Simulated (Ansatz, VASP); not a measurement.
**InSb in VASP and in Ansatz**

File INCAR:

```
SYSTEM = InSb
ALGO     = Normal         ! electronic algorithm
EDIFF    = 1E-6           ! SCF threshold, eV
ENCUT    = 520            ! plane-wave cutoff, eV
GGA      = PE             ! functional
ISIF     = 2              ! what is computed and relaxed
ISMEAR   = 0              ! smearing method
LASPH    = .True.         ! aspherical terms in the spheres
LCHARG   = .False.        ! write CHGCAR
LREAL    = .False.        ! projectors in reciprocal space
LWAVE    = .False.        ! write WAVECAR
NBANDS   = 16             ! bands
NELM     = 100            ! most SCF steps
PREC     = Accurate       ! precision mode
SIGMA    = 0.15           ! smearing width, eV
```

The input KPOINTS:

```
k-points
0
Gamma
  16 16 16
  0 0 0
```

POSCAR

```
InSb
1.0
   -3.1060500000      3.1060500000      1.7471500000
    3.1060500000     -3.1060500000      1.7471500000
    3.1060500000      3.1060500000     -1.7471500000
In Sb
1 1
Direct
    0.2500000000      0.7500000000      0.5000000000
    0.0000000000      0.0000000000      0.0000000000
```

Input for Ansatz:

```yaml
crystal:
  lattice:
    - [-3.10605, 3.10605, 1.74715]
    - [3.10605, -3.10605, 1.74715]
    - [3.10605, 3.10605, -1.74715]
  atoms:
    - { symbol: In, position: [0.25, 0.75, 0.5] }
    - { symbol: Sb, position: [0.0, 0.0, 0.0] }
basis:
  ecutwfc: 420
kpoints:
  mp_grid: { grid: [16, 16, 16] }
hamiltonian:
  xc: pbe
  pseudopotentials: { kind: paw, azcp: { folder: soft_1 } }
scf:
  occupations: { method: gaussian, width: 0.15 }
output:
  forces: true
  stress: true
  eigenvalues: true
```

Alike in both runs: task single point; functional PBE; k mesh 16 × 16 × 16; occupations gaussian, width 0.15 eV; no spin polarisation.

```csv
,VASP,Ansatz
version,VASP 6.6.1,Ansatz 0.2.0
potentials or method,"VASP PAW PBE potentials, release 64 (In_d, Sb), cutoff 520 eV","scalar-relativistic, plane waves, PAW"
valence electrons in the cell,18,28
```

```tsv
	VASP	Ansatz	Ansatz less VASP
gap on the k mesh at the Fermi level (eV)	none	none	-
pressure (GPa)	-5.1	-5.1	+0.04
traceless stress, the component that is largest in VASP (GPa)	-0.23	-0.22	+0.004
```

A gap of «none» marks a metal or a gap that the smearing closes. The functional is the same, so the differences come from potentials, cutoffs and numerics. VASP's potentials hold 18 valence electrons a cell and Ansatz's 28, so a difference there can come from the potentials and not from the codes.

Neither program's run includes spin-orbit coupling.
